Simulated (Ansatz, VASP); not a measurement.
# HC4: VASP beside Ansatz

File INCAR:

```
SYSTEM = HC4
ALGO = Normal
DIPOL = 0.5 0.5 0.231
EDIFF = 1E-6
ENCUT = 520
GGA = PE
IDIPOL = 3
ISIF = 2
ISMEAR = 0
IVDW = 12
LASPH = .True.
LCHARG = .False.
LDIPOL = .True.
LREAL = .False.
LWAVE = .False.
NBANDS = 28
NELM = 100
PREC = Accurate
SIGMA = 0.1
```

KPOINTS

```
k-points
0
Gamma
  6 6 1
  0 0 0
```

File POSCAR:

```
HC4
1.0
    4.9314011428      0.0000000001      0.0000000000
   -2.4657005715      4.2707186659      0.0000000000
    0.0000000000      0.0000000000     18.0000000000
C H
8 2
Direct
    0.1666666667      0.3333333333      0.2222222222
    0.1666666667      0.8333333333      0.2222222222
    0.6666666667      0.3333333333      0.2222222222
    0.6666666667      0.8333333333      0.2222222222
    0.3333333333      0.1666666667      0.2222222222
    0.3333333333      0.6666666667      0.2222222222
    0.8333333333      0.1666666667      0.2222222222
    0.8333333333      0.6666666667      0.2222222222
    0.1739562988      0.1739571079      0.2650000000
    0.3260437012      0.3260428921      0.2650000000
```

Input for Ansatz:

```yaml
crystal:
  lattice:
    - [4.9314011428, 1.0e-10, 0.0]
    - [-2.4657005715, 4.2707186659, 0.0]
    - [0.0, 0.0, 18.0]
  atoms:
    - { symbol: C, position: [0.1666666667, 0.3333333333, 0.2222222222] }
    - { symbol: C, position: [0.1666666667, 0.8333333333, 0.2222222222] }
    - { symbol: C, position: [0.6666666667, 0.3333333333, 0.2222222222] }
    - { symbol: C, position: [0.6666666667, 0.8333333333, 0.2222222222] }
    - { symbol: C, position: [0.3333333333, 0.1666666667, 0.2222222222] }
    - { symbol: C, position: [0.3333333333, 0.6666666667, 0.2222222222] }
    - { symbol: C, position: [0.8333333333, 0.1666666667, 0.2222222222] }
    - { symbol: C, position: [0.8333333333, 0.6666666667, 0.2222222222] }
    - { symbol: H, position: [0.1739562988, 0.1739571079, 0.265] }
    - { symbol: H, position: [0.3260437012, 0.3260428921, 0.265] }
basis:
  ecutwfc: 420
kpoints:
  mp_grid: { grid: [6, 6, 1] }
hamiltonian:
  xc: pbe
  pseudopotentials: { kind: paw, azcp: { folder: soft_1 } }
  dispersion: d3bj
scf:
  occupations: { method: gaussian, width: 0.1 }
output:
  forces: true
  eigenvalues: true
efield:
  axis: 3
  dipole_correction: true
  ramp_width: 0.04
```

Alike in both runs: task single point; functional PBE; dispersion D3(BJ); k mesh 6 × 6 × 1; occupations gaussian, width 0.1 eV; no spin polarisation.

```csv
,VASP,Ansatz
version,VASP 6.6.1,Ansatz 0.2.0
potentials or method,"VASP PAW PBE potentials, release 64 (C, H), cutoff 520 eV","scalar-relativistic, plane waves, PAW"
valence electrons in the cell,34,34
```

Ansatz gave:

```
gap on the k mesh at the Fermi level (eV) : none
rms of the force components (eV/Å)        : 4.039
```

Task: Estimate VASP's values.

Result: gap on the k mesh at the Fermi level (eV): none; rms of the force components (eV/Å): 4.083.

Atom by atom the forces differ by 0.046 eV/Å (rms over components). A gap of «none» marks a metal or a gap that the smearing closes. Ansatz's warnings: structure snapped to symmetry.
